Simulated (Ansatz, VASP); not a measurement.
**Ca7CrO8: VASP beside Ansatz**

```
Cr Ca O
1.0
     0.00000    4.81500    4.81500
     4.81500    0.00000    4.81500
     4.81500    4.81500    0.00000
Cr Ca O
1 7 8
Direct
  0.00000 0.00000 0.00000
  0.00000 0.00000 0.50000
  0.00000 0.50000 0.00000
  0.00000 0.50000 0.50000
  0.50000 0.00000 0.00000
  0.50000 0.00000 0.50000
  0.50000 0.50000 0.00000
  0.50000 0.50000 0.50000
  0.25000 0.25000 0.25000
  0.24689 0.24689 0.75311
  0.24689 0.75311 0.24689
  0.24689 0.75311 0.75311
  0.75311 0.24689 0.24689
  0.75311 0.24689 0.75311
  0.75311 0.75311 0.24689
  0.75000 0.75000 0.75000
```

Alike in both runs: task single point; functional PBEsol; k mesh 3 × 3 × 3; occupations gaussian, width 0.05 eV; collinear spin.

|  | VASP | Ansatz |
| --- | --- | --- |
| version | VASP 6.6.1 | Ansatz 0.2.0 |
| potentials or method | VASP PAW PBE potentials, release 64 (Cr_pv, Ca_sv, O), cutoff 600 eV | scalar-relativistic, plane waves, PAW |
| valence electrons in the cell | 130 | 132 |

```csv
,VASP,Ansatz,Ansatz less VASP
gap on the k mesh at the Fermi level (eV),none,none,-
pressure (GPa),-6.6,-7.0,-0.44
rms of the force components (eV/Å),0.045,0.041,-0.0045
net moment per atom (μB),0.25,0.25,0.000
size of the moment on the site where the two differ most (μB),3.61,3.36,-0.255
```

VASP's potentials were made for PBE, not for PBEsol. Site moments also hang on the region over which each program counts them. Atom by atom the forces differ by 0.005 eV/Å (rms over components). A gap of «none» marks a metal or a gap that the smearing closes. VASP's potentials hold 130 valence electrons a cell and Ansatz's 132, so a difference there can come from the potentials and not from the codes.

The k mesh is coarse, so the values compare programs but aren't converged.
